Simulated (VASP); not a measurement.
# HfHF3 (P4mm) in VASP: notebook

HfHF3 is run at these levels: PBE; tasks: relaxation of cell and atoms, single point.

All numbers are computed with VASP 6.6.1; they aren't measurements. Logs are shortened: lines on timing, memory, paths and dates and some standing lists are left out, and cuts for length are marked.

### Step 1. The cell of the first run

It takes space group P4mm (No. 99, tetragonal). The conventional cell has a = 4.270 Å, b = 4.270 Å, c = 3.335 Å, α = 90.00°, β = 90.00°, γ = 90.00°. Within 2.8 Å of Hf (site symmetry 4mm) lie 4 F at 2.14 Å. Within 1.3 Å of H (site symmetry 4mm) lie 1 F at 0.94 Å. F (site symmetry 2mm) has 2 Hf at 2.14 Å and 2 H at 2.29 Å and 4 F at 2.64 to 2.78 Å within 2.8 Å. F (site symmetry 4mm) has 1 H at 0.94 Å within 1.3 Å.

The cell was built from a structure type or drawn by symmetry, and may not be a known phase.

### Step 2. Relaxation of cell and atoms, PBE

INCAR reads:

```
SYSTEM = HfHF3
ALGO = Normal
EDIFF = 1E-7
EDIFFG = -0.04
ENCUT = 600
GGA = PE
IBRION = 2
ISIF = 3
ISMEAR = 0
LASPH = .True.
LCHARG = .False.
LREAL = .False.
LWAVE = .False.
NELM = 100
NSW = 90
PREC = Accurate
SIGMA = 0.1
```

KPOINTS reads:

```
k-points
0
Gamma
  4 4 6
  0 0 0
```

POSCAR reads:

```
HfHF3
1.0
    4.2700696802      0.0000000000      0.0000000000
    0.0000000000      4.2700696802      0.0000000000
    0.0000000000      0.0000000000      3.3353745384
Hf H F
1 1 3
Direct
    0.0000000000      0.0000000000      0.7262827234
    0.5000000000      0.5000000000      0.4558228053
    0.0000000000      0.5000000000      0.7077781334
    0.5000000000      0.0000000000      0.7077781334
    0.5000000000      0.5000000000      0.1749382244
```

Potentials or basis: VASP PAW PBE potentials, release 64 (Hf_pv, H, F).

On the command line:

```
> cat potpaw_PBE.64/Hf_pv/POTCAR potpaw_PBE.64/H/POTCAR potpaw_PBE.64/F/POTCAR > POTCAR
> mpirun -np 1 vasp_std > vasp.out
```

OUTCAR:

```text
SYSTEM = HfHF3
   EDIFF = 1E-7
   EDIFFG = -0.04
   ENCUT = 600
   GGA = PE
   IBRION = 2
   ISIF = 3
   ISMEAR = 0
   LASPH = .True.
   LREAL = .False.
   NELM = 100
   NSW = 90
   PREC = Accurate

 ion  position               nearest neighbor table
   1  0.000  0.000  0.726-   3 2.14   4 2.14   3 2.14   4 2.14
   2  0.500  0.500  0.456-   5 0.94
   3  0.000  0.500  0.708-   1 2.14   1 2.14
   4  0.500  0.000  0.708-   1 2.14   1 2.14
   5  0.500  0.500  0.175-   2 0.94

  LATTYP: Found a simple tetragonal cell.
 ALAT       =     4.2700696802
 C/A-ratio  =     0.7811054124

  Lattice vectors:

 A1 = (   4.2700696802,   0.0000000000,   0.0000000000)
 A2 = (   0.0000000000,   4.2700696802,   0.0000000000)
 A3 = (   0.0000000000,   0.0000000000,   3.3353745384)

Analysis of symmetry for initial positions (statically):
=====================================================================
 Subroutine PRICEL returns:
 Original cell was already a primitive cell.

 Routine SETGRP: Setting up the symmetry group for a
 simple tetragonal supercell.

 Subroutine GETGRP returns: Found  8 space group operations
 (whereof  8 operations were pure point group operations)
 out of a pool of 16 trial point group operations.

The static configuration has the point symmetry C_4v.

Analysis of symmetry for dynamics (positions and initial velocities):
=====================================================================
 Subroutine PRICEL returns:
 Original cell was already a primitive cell.

 Routine SETGRP: Setting up the symmetry group for a
 simple tetragonal supercell.

 Subroutine GETGRP returns: Found  8 space group operations
 (whereof  8 operations were pure point group operations)
 out of a pool of 16 trial point group operations.

The dynamic configuration has the point symmetry C_4v.

 Subroutine INISYM returns: Found  8 space group operations
 (whereof  8 operations are pure point group operations),
 and found     1 'primitive' translations

----------------------------------------------------------------------------------------

                                     Primitive cell

  volume of cell :      60.8155

  direct lattice vectors                    reciprocal lattice vectors
     4.270069680  0.000000000  0.000000000     0.234188216  0.000000000  0.000000000
     0.000000000  4.270069680  0.000000000     0.000000000  0.234188216  0.000000000
     0.000000000  0.000000000  3.335374538     0.000000000  0.000000000  0.299816404

  length of vectors
     4.270069680  4.270069680  3.335374538     0.234188216  0.234188216  0.299816404

  position of ions in fractional coordinates (direct lattice)
     0.000000000  0.000000000  0.726282723
     0.500000000  0.500000000  0.455822805
     0.000000000  0.500000000  0.707778133
     0.500000000  0.000000000  0.707778133
     0.500000000  0.500000000  0.174938224

  ion indices of the primitive-cell ions
   primitive index   ion index
                 1           1
                 2           2
                 3           3
                 4           4
                 5           5

----------------------------------------------------------------------------------------

 KPOINTS: k-points

Automatic generation of k-mesh.
 Grid dimensions read from file:
 generate k-points for:    4    4    6

 Generating k-lattice:

  Cartesian coordinates                     Fractional coordinates (reciprocal lattice)
     0.058547054  0.000000000  0.000000000     0.250000000  0.000000000  0.000000000
     0.000000000  0.058547054  0.000000000     0.000000000  0.250000000  0.000000000
     0.000000000  0.000000000  0.049969401     0.000000000  0.000000000  0.166666667

  Length of vectors
     0.058547054  0.058547054  0.049969401

  Shift w.r.t. Gamma in fractional coordinates (k-lattice)
     0.000000000  0.000000000  0.000000000

 Subroutine IBZKPT returns following result:
 ===========================================

 Found     24 irreducible k-points:

 Following reciprocal coordinates:
            Coordinates               Weight
[... 39 lines left out ...]
 Gauss-broadening in eV      SIGMA  =   0.10
  energy-cutoff  :      600.00
  volume of cell :       60.82
 maximum number of plane-waves:      2053
 NGX is ok and might be reduce to    36
   NGX = 17   NGY = 17   NGZ = 13

--------------------------------------- Ionic step        1  -------------------------------------------

 number of electron      32.0000013 magnetization

 Free energy of the ion-electron system (eV)
  ---------------------------------------------------
  ext. energy  EPLUGINS =         0.00000000
  ---------------------------------------------------
  free energy    TOTEN  =       -29.07850732 eV

  energy without entropy =      -29.05639749  energy(sigma->0) =      -29.06745241

------------------------ aborting loop because EDIFF is reached ----------------------------------------

  FORCE on cell =-STRESS in cart. coord.  units (eV):
  Direction    XX          YY          ZZ          XY          YZ          ZX
  --------------------------------------------------------------------------------------
  -------------------------------------------------------------------------------------
  Total       -0.6348642     -0.6348642     -0.8584069      0.0000000     -0.0000000      0.0000000
  in kB      -16.7254133    -16.7254133    -22.6146189      0.0000000     -0.0000000      0.0000000
  external PRESSURE =     -18.6884818 kB  Pullay stress =       0.0000000 kB
[... 98 lines left out ...]
  FREE ENERGIE OF THE ION-ELECTRON SYSTEM (eV)
  ---------------------------------------------------
  free  energy   TOTEN  =       -29.0865938541 eV

  energy  without entropy=      -29.0657492615  energy(sigma->0) =      -29.07617156

 E-fermi :   4.5261     XC(G=0):  -9.9481

 val. band max:        4.5194414170   @ k =   0.2500   0.2500   0.3333
 cond. band min:       4.5426667598   @ k =   0.5000   0.2500   0.3333
 fundamental gap:      0.0232253428
 Fermi energy:         4.5260696323

 k-point     1 :       0.0000    0.0000    0.0000
  band No.  band energies     occupation
      1     -28.6899      2.00000
      2     -28.6899      2.00000
      3     -27.8722      2.00000
      4     -23.5712      2.00000
      5     -22.4504      2.00000
      6     -22.4058      2.00000
[... 12 lines left out ...]
     19       6.2149      0.00000
[... 513 lines left out ...]
      4     -23.2950      2.00000
      5     -21.7942      2.00000
      6     -21.7942      2.00000
[... 12 lines left out ...]
     19       6.8297      0.00000
     20       9.2844      0.00000

[... ionic steps 4 to 22 ...]

--------------------------------------- Ionic step       23  -------------------------------------------

 number of electron      32.0000005 magnetization

------------------------ aborting loop because EDIFF is reached ----------------------------------------

  FORCE on cell =-STRESS in cart. coord.  units (eV):
  Direction    XX          YY          ZZ          XY          YZ          ZX
  --------------------------------------------------------------------------------------
  -------------------------------------------------------------------------------------
  Total        0.0213104      0.0213104     -0.1918200      0.0000000      0.0000000      0.0000000
  in kB        0.6054603      0.6054603     -5.4498861      0.0000000      0.0000000      0.0000000
  external PRESSURE =      -1.4129885 kB  Pullay stress =       0.0000000 kB
[... 63 lines left out ...]
  energy  without entropy=      -29.1517468641  energy(sigma->0) =      -29.15660204

--------------------------------------- Ionic step       25  -------------------------------------------

 number of electron      32.0000007 magnetization

 Free energy of the ion-electron system (eV)
  ---------------------------------------------------
  ext. energy  EPLUGINS =         0.00000000
  ---------------------------------------------------
  free energy    TOTEN  =       -29.16194037 eV

  energy without entropy =      -29.15223729  energy(sigma->0) =      -29.15708883

 E-fermi :   4.7789     XC(G=0): -10.2331

 val. band max:        4.7514557583   @ k =   0.2500   0.2500   0.3333
 cond. band min:       4.8114197360   @ k =   0.0000   0.0000   0.0000
 fundamental gap:      0.0599639776
 Fermi energy:         4.7788540020

 k-point     1 :       0.0000    0.0000    0.0000
  band No.  band energies     occupation
      1     -28.1774      2.00000
      2     -28.1774      2.00000
      3     -27.2612      2.00000
      4     -23.3220      2.00000
      5     -21.9150      2.00000
      6     -21.8566      2.00000
[... 12 lines left out ...]
     19       7.1731      0.00000
[... 560 lines left out ...]
  FREE ENERGIE OF THE ION-ELECTRON SYSTEM (eV)
  ---------------------------------------------------
  free  energy   TOTEN  =       -29.1619403687 eV

  energy  without entropy=      -29.1522372896  energy(sigma->0) =      -29.15708883

 reached required accuracy - stopping structural energy minimisation
```

Run time: 3.2 min. Hardware: 1 thread of Intel Xeon 6975P-C (Granite Rapids), shared host; peak memory 0.21 GiB.

What came out:

| Property | Result |
| --- | --- |
| Free energy | -29.1619 eV |
| Relaxed volume | 11.23 Å³/atom |
| Relaxed cell | a = 4.279 Å, b = 4.279 Å, c = 3.067 Å, α = 90.00°, β = 90.00°, γ = 90.00° |
| Space group after relaxing (to 0.1 Å) | P4mm (No. 99) |
| Energy gained by relaxing | 16.7 meV/atom |
| Ionic steps | 25 |
| Pressure after relaxing | 0.1 GPa |
| Largest force after relaxing | 0.030 eV/Å |
| Band gap on the k mesh | zero (bands 16 and 17 overlap by 1.26 eV) |

Forces on the atoms (eV/Å):
```
Hf   0.000  0.000 -0.029
H    0.000  0.000 -0.028
F    0.000  0.000  0.030
F    0.000  0.000  0.030
F    0.000  0.000 -0.003
```

Stress tensor (GPa, compression positive):
```
 0.30  0.00  0.00
 0.00  0.30  0.00
 0.00  0.00 -0.45
```

The path:
| step | energy change (eV) | largest force (eV/Å) | pressure (GPa) | volume (Å³) |
| --- | --- | --- | --- | --- |
| 1 | 0.0000 | 0.3248 | -1.87 | 60.82 |
| 2 | -0.0062 | 0.8380 | -1.18 | 59.58 |
| 3 | -0.0081 | 0.4841 | -1.44 | 59.98 |
| 4 | -0.0152 | 0.2793 | -0.59 | 59.36 |
| 5 | -0.0206 | 0.1761 | 0.97 | 58.31 |
| 6 | -0.0274 | 0.2413 | 0.94 | 58.09 |
| 7 | -0.0476 | 0.4535 | 0.91 | 57.41 |
| 8 | -0.0688 | 0.9508 | 1.44 | 56.02 |
| 9 | -0.0739 | 0.6153 | 1.10 | 55.92 |
| 10 | -0.0765 | 0.1061 | 0.56 | 55.73 |
| 11 | -0.0766 | 0.1566 | 0.62 | 55.75 |
| 12 | -0.0769 | 0.1435 | 0.55 | 55.80 |
| 13 | -0.0778 | 0.1043 | 0.37 | 55.93 |
| 14 | -0.0788 | 0.1313 | 0.00 | 56.20 |
| 15 | -0.0789 | 0.1590 | -0.17 | 56.33 |
| 16 | -0.0793 | 0.1363 | -0.09 | 56.37 |
| 17 | -0.0793 | 0.1709 | -0.07 | 56.38 |
| 18 | -0.0797 | 0.1498 | -0.11 | 56.40 |
| 19 | -0.0807 | 0.0863 | -0.21 | 56.44 |
| 20 | -0.0811 | 0.1141 | -0.42 | 56.54 |
| 21 | -0.0815 | 0.1118 | -0.27 | 56.49 |
| 22 | -0.0816 | 0.1372 | -0.15 | 56.46 |
| 23 | -0.0823 | 0.0929 | -0.14 | 56.39 |
| 24 | -0.0829 | 0.1271 | -0.11 | 56.24 |
| 25 | -0.0834 | 0.0299 | 0.05 | 56.15 |

Final structure:
```
Hf H F
1.0
     4.27876    0.00000    0.00000
     0.00000    4.27876    0.00000
     0.00000    0.00000    3.06706
Hf H F
1 1 3
Direct
  0.00000 0.00000 0.70845
  0.50000 0.50000 0.48950
  0.00000 0.50000 0.69661
  0.50000 0.00000 0.69661
  0.50000 0.50000 0.18143
```

Levels at points of the mesh, in eV from the Fermi level:
| k point | band 14 | band 15 | band 16 | band 17 | band 18 | band 19 |
| --- | --- | --- | --- | --- | --- | --- |
| (0.00, 0.00, 0.00) | -6.38 | -6.38 | -3.71 | 0.03 | 0.94 | 2.39 |
| (0.50, 0.00, 0.00) | -7.14 | -6.44 | -3.22 | 1.23 | 2.33 | 2.44 |
| (0.50, 0.50, 0.00) | -7.34 | -7.23 | -3.20 | 1.87 | 3.22 | 3.22 |
| (0.00, 0.00, 0.50) | -7.53 | -7.53 | -0.85 | -0.85 | 0.69 | 3.01 |
| (0.50, 0.00, 0.50) | -7.37 | -6.55 | -0.99 | 0.19 | 1.64 | 3.17 |
| (0.50, 0.50, 0.50) | -6.61 | -6.61 | 0.38 | 0.38 | 2.52 | 2.58 |

Caveat: the k points lie up to 0.37 Å⁻¹ apart in the final cell, too coarse for converged energies and pressures of a metal; spin-orbit coupling is left out, which moves the levels of the heavy elements.

### Step 3. Relaxation of cell and atoms, PBE

This run uses another cell than the first one, of 11.70 Å³/atom.

INCAR reads:

```
SYSTEM = HfHF3
PREC = Accurate
ENCUT = 600
EDIFF = 1E-7
ISMEAR = 0
SIGMA = 0.1
LREAL = .False.
LASPH = .True.
NELM = 80
ALGO = Normal
ISIF = 3
LWAVE = .False.
LCHARG = .False.
GGA = PE
IBRION = 2
NSW = 90
EDIFFG = -0.04
```

KPOINTS reads:

```
Automatic mesh
0
Gamma
  6 6 4
  0 0 0
```

POSCAR reads:

```
HfHF3
1.0
    3.5875718600      0.0000000000      0.0000000000
    0.0000000000      3.5875718600      0.0000000000
    0.0000000000      0.0000000000      4.5448563800
Hf H F
1 1 3
Direct
    0.0000000000      0.0000000000      0.0000000000
    0.5000000000      0.5000000000      0.6650000200
    0.0000000000      0.5000000000      0.5000000000
    0.5000000000      0.0000000000      0.5000000000
    0.5000000000      0.5000000000      0.1076000000
```

Potentials or basis: VASP PAW PBE potentials, release 64 (Hf_pv, H, F).

On the command line:

```
> cat potpaw_PBE.64/Hf_pv/POTCAR potpaw_PBE.64/H/POTCAR potpaw_PBE.64/F/POTCAR > POTCAR
> mpirun -np 1 vasp_std > vasp.out
```

Run time: 2 min. Hardware: 1 thread of Intel Xeon 6975P-C (Granite Rapids), shared host; peak memory 0.22 GiB.

Results (log left out):

```yaml
Free_energy: -25.0733 eV
Relaxed_volume: 9.25 Å³/atom
Relaxed_cell: a = 3.543 Å, b = 3.543 Å, c = 3.683 Å, α = 90.00°, β = 90.00°, γ = 90.00°
Space_group_after_relaxing_to_0.1_Å: P4mm (No. 99)
Energy_gained_by_relaxing: 296.4 meV/atom
Ionic_steps: 9
Pressure_after_relaxing: -0.1 GPa
Largest_force_after_relaxing: 0.024 eV/Å
Band_gap_on_the_k_mesh: zero (bands 16 and 17 overlap by 2.63 eV)
```

Forces on the atoms (eV/Å):
```
Hf   0.000  0.000  0.003
H    0.000  0.000  0.014
F    0.000  0.000  0.004
F    0.000  0.000  0.004
F    0.000  0.000 -0.024
```

Stress tensor (GPa, compression positive):
```
 0.09  0.00  0.00
 0.00  0.09  0.00
 0.00  0.00 -0.34
```

The path:
```
step  energy change (eV)  largest force (eV/Å)  pressure (GPa)  volume (Å³)
   1              0.0000                1.1221          -17.48        58.50
   2             -0.9027                1.0037           -3.77        48.33
   3             -0.9592                1.0044            2.68        45.80
   4             -1.1755                0.9696            2.03        45.70
   5             -1.4639                0.1555            3.31        45.18
   6             -1.4713                0.0515           -2.52        47.26
   7             -1.4781                0.0515           -0.25        46.39
   8             -1.4798                0.0317           -0.20        46.34
   9             -1.4818                0.0240           -0.05        46.24
```

Final structure:
```
Hf H F
1.0
     3.54324    0.00000    0.00000
     0.00000    3.54324    0.00000
     0.00000    0.00000    3.68299
Hf H F
1 1 3
Direct
  0.00000 0.00000 0.01477
  0.50000 0.50000 0.61741
  0.00000 0.50000 0.55115
  0.50000 0.00000 0.55115
  0.50000 0.50000 0.03811
```

Levels at points of the mesh, in eV from the Fermi level:
```tsv
k point	band 13	band 14	band 15	band 16	band 17	band 18
(0.00, 0.00, 0.00)	-6.92	-6.55	-6.55	-2.40	-2.05	-1.76
(0.50, 0.00, 0.00)	-8.10	-7.18	-7.11	-0.15	0.09	0.41
(0.50, 0.50, 0.00)	-8.36	-6.69	-6.29	0.58	0.73	1.83
(0.00, 0.00, 0.50)	-8.47	-6.82	-6.82	-0.36	-0.32	0.07
(0.50, 0.00, 0.50)	-7.86	-7.06	-6.66	0.46	0.47	1.68
(0.50, 0.50, 0.50)	-6.77	-6.59	-6.27	-0.07	-0.07	0.03
```

Caveat: the volume moved by over 15 % at a fixed basis, so the end points are rough; spin-orbit coupling is left out, which moves the levels of the heavy elements.

### Step 4. Single point, PBE

This run uses another cell than the first one, of 11.68 Å³/atom.

INCAR reads:

```
PREC     = Accurate       # precision mode
ENCUT    = 520            # plane-wave cutoff, eV
EDIFF    = 1E-6           # SCF threshold, eV
ISMEAR   = 0              # smearing method
SIGMA    = 0.1            # smearing width, eV
LREAL    = False          # projectors in reciprocal space
LASPH    = True           # aspherical terms in the spheres
NELM     = 80             # most SCF steps
ALGO     = Normal         # electronic algorithm
ISIF     = 2              # what is computed and relaxed
LWAVE    = False          # write WAVECAR
LCHARG   = False          # write CHGCAR
GGA      = PE             # functional
NBANDS   = 24             # bands
```

KPOINTS reads:

```
regular mesh
0
Gamma
  10 10 12
```

POSCAR reads:

```
HfHF3
1.0
    4.2968633782      0.0000000000      0.0000000000
    0.0000000000      4.2968633782      0.0000000000
    0.0000000000      0.0000000000      3.1628137630
Hf H F
1 1 3
Direct
    0.0000000000      0.0000000000      0.7137045188
    0.5000000000      0.5000000000      0.4762270352
    0.0000000000      0.5000000000      0.7015320470
    0.5000000000      0.0000000000      0.7015320470
    0.5000000000      0.5000000000      0.1796043719
```

On the command line:

```
> cat potpaw_PBE.64/Hf_pv/POTCAR potpaw_PBE.64/H/POTCAR potpaw_PBE.64/F/POTCAR > POTCAR
> mpirun -np 1 vasp_std > vasp.out
```

Run time: 44 s. Hardware: 1 thread of Intel Xeon 6975P-C (Granite Rapids), shared host; peak memory 0.3 GiB.

It converged, with:

- Free energy: -29.2029 eV
- Pressure: -1.3 GPa
- Largest force: 0.297 eV/Å
- Band gap on the k mesh: zero (bands 16 and 17 overlap by 1.25 eV)

Forces on the atoms (eV/Å):
```
Hf   0.000  0.000 -0.001
H    0.000  0.000  0.297
F    0.000  0.000  0.001
F    0.000  0.000  0.001
F    0.000  0.000 -0.297
```

Stress tensor (GPa, compression positive):
```
-2.02  0.00  0.00
 0.00 -2.02  0.00
 0.00  0.00  0.13
```

Levels at points of the mesh, in eV from the Fermi level:
```
           k point  band 13  band 14  band 15  band 16  band 17  band 18  band 19  band 20
(0.00, 0.00, 0.00)    -7.09    -6.43    -6.43    -3.51     0.01     0.94     2.10     2.10
(0.50, 0.00, 0.00)    -7.31    -7.19    -6.48    -2.98     1.15     2.14     2.28     2.58
(0.50, 0.50, 0.00)    -7.39    -7.39    -7.21    -2.95     1.77     2.92     2.92     4.30
(0.00, 0.00, 0.50)    -7.61    -7.46    -7.46    -0.69    -0.69     0.55     2.69     2.92
(0.50, 0.00, 0.50)    -7.41    -7.38    -6.54    -0.81     0.27     1.47     2.92     3.13
(0.50, 0.50, 0.50)    -7.13    -6.60    -6.60     0.47     0.47     2.33     2.41     5.47
```

Caveat: spin-orbit coupling is left out, which moves the levels of the heavy elements.

### Step 5. The runs side by side

| task | cell | k mesh | cutoff (eV) | gap on the mesh (eV) | pressure (GPa) | relaxed volume (Å³/atom) | largest force (eV/Å) |
| --- | --- | --- | --- | --- | --- | --- | --- |
| relaxation of cell and atoms | relaxed from a = 4.270, b = 4.270, c = 3.335 Å, 5 atoms, atomic positions A | 4 × 4 × 6 | 600 | none | 0.1 | 11.23 | 0.03 |
| relaxation of cell and atoms | relaxed from a = 3.588, b = 3.588, c = 4.545 Å, 5 atoms, atomic positions B | 6 × 6 × 4 | 600 | none | -0.1 | 9.25 | 0.02 |
| single point | a = 4.297, b = 4.297, c = 3.163 Å, 5 atoms, atomic positions C | 10 × 10 × 12 | 520 | none | -1.3 | - | 0.30 |

Alike in all rows: level PBE; potentials or basis VASP PAW PBE potentials, release 64 (Hf_pv, H, F); no spin polarisation; smearing gaussian 0.1 eV.

Caveats: some runs use coarse meshes; spin-orbit coupling is left out, which moves the levels of the heavy elements; the volume moved by over 15 % at a fixed basis, so the end points are rough (at least some runs).

Total energies depend on the potentials used, so only differences within one code and one set of settings carry meaning.
